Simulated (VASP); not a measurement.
# Ni: single point with PBEsol

Ni:

```
CELL_PARAMETERS angstrom
2.38092 0.00000 0.00000
-1.19046 2.06194 0.00000
0.00000 0.00000 3.96117
ATOMIC_POSITIONS crystal
Ni 0.33333 0.66667 0.25000
Ni 0.66667 0.33333 0.75000
```

This isn't the form of Ni at room conditions, which is fcc.

| Item | Value |
| --- | --- |
| Program | VASP 6.6.1 |
| Task | single point |
| Functional | PBEsol |
| Potentials or basis | VASP PAW PBE potentials, release 64 (Ni) |
| Cutoff | 520 eV |
| k mesh | 13 × 13 × 7 |
| Occupations | fermi-dirac, width 0.1 eV |
| Spin | collinear spin, antiferromagnetic start |
| Starting moments | [1.5, -1.5] μB |
| Dipole correction | no |
| Further INCAR settings | ALGO = Normal; EDIFF = 1e-06; NBANDS = 21 |

```json
{
 "Pressure": "17.6 GPa",
 "Band gap on the k mesh": "zero (filled and empty bands overlap)",
 "Net moment": "0.00 μB per cell",
 "Valence electrons inside the program's atomic spheres": "Ni 9.54"
}
```

Stress tensor (GPa, compression positive):
```
18.90  0.00  0.00
 0.00 18.90  0.00
 0.00  0.00 15.14
```

Levels at points of the mesh, in eV from the Fermi level:
Spin up:
```csv
k point,band 6,band 7,band 8,band 9,band 10,band 11,band 12,band 13,band 14,band 15
"(0.00, 0.00, 0.00)",-1.84,-1.84,-1.26,-1.26,-0.64,-0.18,-0.18,6.57,23.85,26.32
```
Spin down:
```tsv
k point	band 8	band 9	band 10	band 11	band 12	band 13
(0.00, 0.00, 0.00)	-1.26	-1.26	-0.64	-0.18	-0.18	6.57
```

It took 34 s on 1 thread of Intel(R) Xeon(R) 6975P-C (Granite Rapids), with other jobs on the host, peak memory 0.17 GiB.

Caveat: the cell stands under pressure; the PAW data sets were made with another functional, which shifts forces and pressure a little.
